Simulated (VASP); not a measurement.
Wanted: the native input for a VASP 6.6.1 run.

* Task: single point
* Functional: PBE
* Dispersion: D4
* Potentials or basis: VASP PAW PBE potentials, release 64 (Se, Sn_d)
* Cutoff: 400 eV
* k mesh: 12 × 12 × 1
* Occupations: gaussian, width 0.03 eV
* Spin: no spin polarisation
* Dipole correction: yes
* Further INCAR settings: ALGO = Normal; EDIFF = 1e-06; NBANDS = 20; NELMDL = -8

The structure of SnSe2 lies in POSCAR:

```
SnSe2
1.0
    3.8187378311      0.0000000000      0.0000000000
   -1.9093689156      3.3071239721      0.0000000000
    0.0000000000      0.0000000000     30.1599999976
Se Sn
2 1
Direct
    0.3333333333      0.6666666667      0.2317563855
    0.6666666667      0.3333333333      0.3378722617
    0.0000000000      0.0000000000      0.2848143236
```

These files were run (other wordings do the same):

INCAR

```
SYSTEM = SnSe2
  PREC = Accurate
  ENCUT = 400
  EDIFF = 1E-6
  ISMEAR = 0
  SIGMA = 0.03
  LREAL = .FALSE.
  LASPH = .TRUE.
  NELM = 120
  ALGO = Normal
  ISIF = 2
  LWAVE = .FALSE.
  LCHARG = .FALSE.
  LDIPOL = .TRUE.
  IDIPOL = 3
  DIPOL = 0.5 0.5 0.285
  GGA = PE
  IVDW = 13
  NBANDS = 20
  GGA_COMPAT = .FALSE.
  NELMDL = -8
```

KPOINTS

```
Automatic mesh
0
G
  12 12 1
  0 0 0
```

Potentials or basis: VASP PAW PBE potentials, release 64 (Se, Sn_d).

Run with:

```sh
$ cat potpaw_PBE.64/Se/POTCAR potpaw_PBE.64/Sn_d/POTCAR > POTCAR
$ mpirun -np 1 vasp_std > vasp.out
```

It gave:

| Property | Result |
| --- | --- |
| Largest force | 0.007 eV/Å |
| Band gap on the k mesh | 0.77 eV (least direct gap 1.12 eV) |
| Dispersion energy per atom | -0.294 eV |

Caveat: spin-orbit coupling is left out, which moves the levels of the heavy elements.

It took 120 s on 1 thread of Intel(R) Xeon(R) 6975P-C (Granite Rapids), with other jobs on the host, peak memory 0.4 GiB.
